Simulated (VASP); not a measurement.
Write the native input for VASP 6.6.1 that does the following.

| Property | Result |
| --- | --- |
| Task | single point |
| Functional | PBE |
| Potentials or basis | VASP PAW PBE potentials, release 64 (B, N) |
| Cutoff | 600 eV |
| k mesh | 12 × 12 × 12 |
| Occupations | gaussian, width 0.02 eV |
| Spin | no spin polarisation |
| Dipole correction | no |
| Further INCAR settings | ALGO = Normal; EDIFF = 1e-06; NBANDS = 11 |

The structure of BN lies in POSCAR:

```
BN
1.0
    0.0000000000      1.7940231820      1.7940231820
    1.7940231820      0.0000000000      1.7940231820
    1.7940231820      1.7940231820      0.0000000000
B N
1 1
Direct
    0.0000000000      0.0000000000      0.0000000000
    0.7500000000      0.7500000000      0.7500000000
```

This cell differs from its parent crystal: volume scaled by 0.97.

One way to write it, as run:

INCAR

```
SYSTEM = BN
  PREC = Accurate
  ENCUT = 600
  EDIFF = 1E-6
  ISMEAR = 0
  SIGMA = 0.02
  LREAL = .False.
  LASPH = .True.
  NELM = 120
  ALGO = Normal
  ISIF = 2
  LWAVE = .False.
  LCHARG = .False.
  GGA = PE
  NBANDS = 11
  GGA_COMPAT = .False.
```

KPOINTS

```
Automatic mesh
0
Gamma
  12 12 12
  0 0 0
```

Potentials or basis: VASP PAW PBE potentials, release 64 (B, N).

The run is started by

```console
$ cat potpaw_PBE.64/B/POTCAR potpaw_PBE.64/N/POTCAR > POTCAR
$ mpirun -np 1 vasp_std > vasp.out
```

It gave:

| Item | Value |
| --- | --- |
| Pressure | 12.0 GPa |
| Band gap on the k mesh | 4.48 eV, indirect (least direct gap 8.93 eV) |

Wall time 16 s on 1 thread of Intel Xeon 8259CL, on a shared host, peak memory 0.12 GiB.
